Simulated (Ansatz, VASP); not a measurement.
## One calculation of InP, two programs

POSCAR

```
InP
1.0
    0.0000000000      2.9537876348      2.9537876348
    2.9537876348      0.0000000000      2.9537876348
    2.9537876348      2.9537876348      0.0000000000
In P
1 1
Direct
    0.0000000000      0.0000000000      0.0000000000
    0.2500000000      0.2500000000      0.2500000000
```

File INCAR.step1:

```
SYSTEM = InP
PREC = Accurate
ENCUT = 520
EDIFF = 1E-5
ISMEAR = 0
SIGMA = 0.01
LREAL = .FALSE.
LASPH = .TRUE.
NELM = 100
ALGO = Normal
ISIF = 2
LWAVE = .TRUE.
LCHARG = .FALSE.
NBANDS = 16
GGA = PE
```

The input INCAR.step2:

```
SYSTEM = InP
PREC = Accurate
ENCUT = 520
EDIFF = 1E-6
ISMEAR = 0
SIGMA = 0.01
LREAL = .FALSE.
LASPH = .TRUE.
NELM = 100
ALGO = Normal
ISIF = 2
LWAVE = .FALSE.
LCHARG = .FALSE.
GGA = PE
LHFCALC = .TRUE.
HFSCREEN = 0.2079
PRECFOCK = Normal
NBANDS = 16
ISTART = 1
```

File KPOINTS:

```
Automatic mesh
0
G
  6 6 6
  0 0 0
```

Input for Ansatz:

```yaml
crystal:
  lattice:
    - [0.0, 2.9537876348, 2.9537876348]
    - [2.9537876348, 0.0, 2.9537876348]
    - [2.9537876348, 2.9537876348, 0.0]
  atoms:
    - { symbol: In, position: [0.0, 0.0, 0.0] }
    - { symbol: P, position: [0.25, 0.25, 0.25] }
kpoints:
  mp_grid: { grid: [6, 6, 6] }
  band_path:
    path:
      - [0.0, 0.0, 0.0]
      - [-0.5, -0.5, 0.0]
      - [-0.375, -0.375, 0.25]
      - [-0.375, 0.0, 0.375]
      - [0.0, 0.0, 0.5]
      - [-0.5, -0.25, 0.25]
    npoints: 1
hamiltonian:
  xc: hse06
scf:
  occupations: { method: fixed }
  n_extra_bands: 4
output:
  forces: true
  stress: true
  eigenvalues: true
  write_density: true
  write_potential: true
  elf: true
  volumetric_format: npy
```

Alike in both runs: task single point; functional HSE06; k mesh 6 × 6 × 6; no spin polarisation.

|  | VASP | Ansatz |
| --- | --- | --- |
| version | VASP 6.6.1 | Ansatz 0.2.0 |
| potentials or method | VASP PAW PBE potentials, release 64 (In_d, P) | plane waves, PAW |
| plane-wave cutoff (eV) | 520 | 420 |
| occupations | gaussian, width 0.01 eV | fixed |
| valence electrons in the cell | 18 | 18 |

```csv
,VASP,Ansatz,Ansatz less VASP
gap on the k mesh at the Fermi level (eV),1.35,1.36,+0.004
pressure (GPa),-0.4,-0.2,+0.16
```

Ansatz's warnings: stress exchange threshold loose, stress scf threshold loose.
